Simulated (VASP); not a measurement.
# KW3 (P6_3/mmc) in VASP: single point with PBE

Aim: the single point of KW3 with PBE.

Everything below comes from runs of VASP 6.6.1. Logs are shortened: lines on timing, memory, paths and dates and some standing lists are left out, and cuts for length are marked.

## (1) The cell of the first run

It takes space group P6_3/mmc (No. 194, hexagonal). Conventional cell: a = 8.206 Å, b = 8.206 Å, c = 4.349 Å, α = 90.00°, β = 90.00°, γ = 120.00°. K (site symmetry -6m2) has 12 W at 3.90 to 4.19 Å and 8 K at 4.35 to 5.21 Å within 5.3 Å. Within 3.4 Å of W (site symmetry mm2) lie 6 W at 2.60 to 2.64 Å.

## (2) Single point, PBE

Input file INCAR:

```
SYSTEM = KW3
PREC = Accurate
ENCUT = 500
EDIFF = 1E-6
ISMEAR = 0
SIGMA = 0.1
LREAL = .False.
LASPH = .True.
NELM = 120
ALGO = Normal
ISIF = 2
LWAVE = .False.
LCHARG = .False.
GGA = PE
NBANDS = 61
GGA_COMPAT = .False.
```

Input file KPOINTS:

```
regular mesh
0
Gamma
  6 6 10
  0 0 0
```

Input file POSCAR:

```
KW3
1.0
    8.2064938303      0.0000000000      0.0000000000
   -4.1032469151      7.1070321330      0.0000000000
    0.0000000000      0.0000000000      4.3492603659
K W
2 6
Direct
    0.3333333333      0.6666666667      0.2500000000
    0.6666666667      0.3333333333      0.7500000000
    0.8945193615      0.7890387229      0.2500000000
    0.1054806385      0.8945193615      0.7500000000
    0.2109612771      0.1054806385      0.2500000000
    0.1054806385      0.2109612771      0.7500000000
    0.8945193615      0.1054806385      0.2500000000
    0.7890387229      0.8945193615      0.7500000000
```

Potentials or basis: VASP PAW PBE potentials, release 64 (K_sv, W_sv).

On the command line:

```sh
$ cat potpaw_PBE.64/K_sv/POTCAR potpaw_PBE.64/W_sv/POTCAR > POTCAR
$ mpirun -np 1 vasp_std > vasp.out
```

OUTCAR:

```text
SYSTEM = KW3
   PREC = Accurate
   ENCUT = 500
   EDIFF = 1E-6
   ISMEAR = 0
   LREAL = .False.
   LASPH = .True.
   NELM = 120
   ISIF = 2
   GGA = PE

 ion  position               nearest neighbor table
   1  0.333  0.667  0.250-
   2  0.667  0.333  0.750-
   3  0.895  0.789  0.250-   7 2.60   5 2.60   4 2.64   4 2.64   8 2.64   8 2.64
   4  0.105  0.895  0.750-   6 2.60   8 2.60   5 2.64   5 2.64   3 2.64   3 2.64
   5  0.211  0.105  0.250-   3 2.60   7 2.60   4 2.64   4 2.64   6 2.64   6 2.64
   6  0.105  0.211  0.750-   4 2.60   8 2.60   7 2.64   7 2.64   5 2.64   5 2.64
   7  0.895  0.105  0.250-   3 2.60   5 2.60   8 2.64   8 2.64   6 2.64   6 2.64
   8  0.789  0.895  0.750-   6 2.60   4 2.60   7 2.64   7 2.64   3 2.64   3 2.64

  LATTYP: Found a hexagonal cell.
 ALAT       =     8.2064938303
 C/A-ratio  =     0.5299778999

  Lattice vectors:

 A1 = (   8.2064938303,   0.0000000000,   0.0000000000)
 A2 = (  -4.1032469151,   7.1070321330,   0.0000000000)
 A3 = (   0.0000000000,   0.0000000000,   4.3492603659)

Analysis of symmetry for initial positions (statically):
=====================================================================
 Subroutine PRICEL returns:
 Original cell was already a primitive cell.

 Routine SETGRP: Setting up the symmetry group for a
 hexagonal supercell.

 Subroutine GETGRP returns: Found 24 space group operations
 (whereof 12 operations were pure point group operations)
 out of a pool of 24 trial point group operations.

The static configuration has the point symmetry D_3d.
 The point group associated with its full space group is D_6h.

Analysis of symmetry for dynamics (positions and initial velocities):
=====================================================================
 Subroutine PRICEL returns:
 Original cell was already a primitive cell.

 Routine SETGRP: Setting up the symmetry group for a
 hexagonal supercell.

 Subroutine GETGRP returns: Found 24 space group operations
 (whereof 12 operations were pure point group operations)
 out of a pool of 24 trial point group operations.

The dynamic configuration has the point symmetry D_3d.
 The point group associated with its full space group is D_6h.

 Subroutine INISYM returns: Found 24 space group operations
 (whereof 12 operations are pure point group operations),
 and found     1 'primitive' translations

[... 105 lines left out ...]
   NELM   =    120;   NELMIN=  2; NELMDL= -5     # of ELM steps
   EDIFF  = 0.1E-05   stopping-criterion for ELM
   LREAL  =      F    real-space projection
[... 7 lines left out ...]
   TEBEG  =    0.0;   TEEND  =   0.0 temperature during run
   PSTRESS=    0.0 pullay stress
   NELECT =     102.0000    total number of electrons
   NUPDOWN=      -1.0000    fix difference up-down
   EMIN   =  10.00;   EMAX   =-10.00  energy-range for DOS
   EFERMI =   0.00;   METHOD = LEGACY
   ISMEAR =     0;   SIGMA  =   0.10  broadening in eV -4-tet -1-fermi 0-gaus
   EFERMI_NEDOS =   21; number of points for ismear=-14 and -15
   IALGO  =     38    algorithm
   IMIX   =      4    mixing-type and parameters
     AMIX     =   0.40;   BMIX     =  1.00
     AMIX_MAG =   1.60;   BMIX_MAG =  1.00
  volume/ion in A,a.u.               =      31.71       213.98
  Fermi-wavevector in a.u.,A,eV,Ry     =   1.208336  2.283424 19.865544  1.460076
  Thomas-Fermi vector in A             =   2.343947
   LORBIT       =      0    0 simple, 1 ext, 2 COOP (PROOUT), +10 PAW based schemes
   GGA     = PE    functional components
   LHFCALC =     F    Hartree Fock is set to
   AEXX    =    0.0000 exact exchange contribution
   IVDW    =     0    specifies the selected vdW correction
   LEPSILON=     F    determine dielectric tensor
   LRPA    =     F    only Hartree local field effects (RPA)
 non-spin polarized calculation
 Gauss-broadening in eV      SIGMA  =   0.10
  energy-cutoff  :      500.00
  volume of cell :      253.67
 maximum number of plane-waves:      6468
 NGX is ok and might be reduce to    60
   NGX = 29   NGY = 29   NGZ = 15

 number of electron     102.0000007 magnetization

 Free energy of the ion-electron system (eV)
  ---------------------------------------------------
  ext. energy  EPLUGINS =         0.00000000
  ---------------------------------------------------
  free energy    TOTEN  =       -69.08495377 eV

  energy without entropy =      -69.06396271  energy(sigma->0) =      -69.07445824

 E-fermi :   3.5102     XC(G=0):  -8.8807

 val. band max:        3.5100983840   @ k =   0.3333   0.1667   0.2000
 cond. band min:       3.5121857065   @ k =   0.5000  -0.0000   0.0000
 fundamental gap:      0.0020873225
 Fermi energy:         3.5101892946

 k-point     1 :       0.0000    0.0000    0.0000
  band No.  band energies     occupation
      1     -70.3918      2.00000
      2     -70.2601      2.00000
      3     -70.2601      2.00000
      4     -70.2067      2.00000
      5     -70.1682      2.00000
      6     -70.1682      2.00000
[... 1525 lines left out ...]
     60       5.5459      0.00000
     61       5.9975      0.00000

 [... further k-points ...]

------------------------ aborting loop because EDIFF is reached ----------------------------------------

  FORCE on cell =-STRESS in cart. coord.  units (eV):
  Direction    XX          YY          ZZ          XY          YZ          ZX
  --------------------------------------------------------------------------------------
  -------------------------------------------------------------------------------------
  Total        0.3185141      0.3185141      0.5457641      0.0000000     -0.0000000      0.0000000
  in kB        2.0117683      2.0117683      3.4471023      0.0000000     -0.0000000      0.0000000
  external PRESSURE =       2.4902130 kB  Pullay stress =       0.0000000 kB

 VOLUME and BASIS-vectors are now :
 -----------------------------------------------------------------------------
  energy-cutoff  :      500.00
  volume of cell :      253.67
      direct lattice vectors                 reciprocal lattice vectors
     8.206493830  0.000000000  0.000000000     0.121854719  0.070352855  0.000000000
    -4.103246915  7.107032133  0.000000000     0.000000000  0.140705710  0.000000000
     0.000000000  0.000000000  4.349260366     0.000000000  0.000000000  0.229924152

 POSITION                                       TOTAL-FORCE (eV/Angst)
 -----------------------------------------------------------------------------------
     -0.00000      4.73802      1.08732        -0.000000     -0.000000      0.000000
      4.10325      2.36901      3.26195         0.000000     -0.000000      0.000000
      4.10325      5.60772      1.08732        -0.000000     -0.079546      0.000000
     -2.80481      6.35738      3.26195         0.068889     -0.039773      0.000000
      1.29844      0.74965      1.08732         0.068889      0.039773     -0.000000
     -0.00000      1.49931      3.26195         0.000000      0.079546      0.000000
      6.90805      0.74965      1.08732        -0.068889      0.039773      0.000000
      2.80481      6.35738      3.26195        -0.068889     -0.039773      0.000000
 -----------------------------------------------------------------------------------
    total drift:                               -0.000000      0.000000      0.000000

  FREE ENERGIE OF THE ION-ELECTRON SYSTEM (eV)
  ---------------------------------------------------
  free  energy   TOTEN  =       -69.0849537730 eV

  energy  without entropy=      -69.0639627141  energy(sigma->0) =      -69.07445824
```

OSZICAR:

```text
N       E                     dE             d eps       ncg     rms          rms(c)
DAV:   1     0.124233815102E+04    0.12423E+04   -0.59082E+04  5676   0.163E+03
DAV:   2     0.224799839219E+01   -0.12401E+04   -0.12132E+04  5653   0.525E+02
DAV:   3    -0.725156737094E+02   -0.74764E+02   -0.72723E+02  7131   0.120E+02
DAV:   4    -0.753762855406E+02   -0.28606E+01   -0.28294E+01  6472   0.211E+01
DAV:   5    -0.755014334000E+02   -0.12515E+00   -0.12491E+00  9448   0.378E+00    0.454E+01
DAV:   6    -0.697209861837E+02    0.57804E+01   -0.16917E+01  5931   0.179E+01    0.186E+01
DAV:   7    -0.691145391593E+02    0.60645E+00   -0.40185E+00  6136   0.856E+00    0.228E+00
DAV:   8    -0.690893035754E+02    0.25236E-01   -0.34630E-01  6728   0.304E+00    0.111E+00
DAV:   9    -0.690849369941E+02    0.43666E-02   -0.54171E-02  6056   0.904E-01    0.827E-01
DAV:  10    -0.690848998519E+02    0.37142E-04   -0.11065E-02  6848   0.405E-01    0.100E-01
DAV:  11    -0.690849604586E+02   -0.60607E-04   -0.77785E-04  7040   0.134E-01    0.481E-02
DAV:  12    -0.690849477434E+02    0.12715E-04   -0.19450E-04  6544   0.650E-02    0.122E-02
DAV:  13    -0.690849526321E+02   -0.48886E-05   -0.30143E-05  6464   0.292E-02    0.257E-03
DAV:  14    -0.690849538573E+02   -0.12252E-05   -0.30743E-06  4552   0.679E-03    0.194E-03
DAV:  15    -0.690849537730E+02    0.84305E-07   -0.47642E-07  3448   0.328E-03
   1 F= -.69084954E+02 E0= -.69074458E+02  d E =-.209911E-01
```

stdout:

```text
POSCAR found type information on POSCAR K W
 POSCAR found :  2 types and       8 ions
 scaLAPACK will be used
 LDA part: xc-table for (Slater+PW92), standard interpolation
 POSCAR, INCAR and KPOINTS ok, starting setup
 FFT: planning ... GRIDC
 FFT: planning ... GRID_SOFT
 FFT: planning ... GRID
 WAVECAR not read
 entering main loop
```

Run time: 20 min. Hardware: 1 thread of Intel Xeon 8259CL, shared host; peak memory 0.61 GiB.

What came out:

```yaml
Free_energy: -69.0850 eV
Pressure: 0.2 GPa
Largest_force: 0.080 eV/Å
Band_gap_on_the_k_mesh: zero (bands 51 and 52 overlap by 0.43 eV)
```

Forces in eV/Å, atoms in the order of the input:
```
K    0.000  0.000  0.000
K    0.000  0.000  0.000
W    0.000 -0.080  0.000
W    0.069 -0.040  0.000
W    0.069  0.040  0.000
W    0.000  0.080  0.000
W   -0.069  0.040  0.000
W   -0.069 -0.040  0.000
```

Caveat: spin-orbit coupling is left out, which moves the levels of the heavy elements.
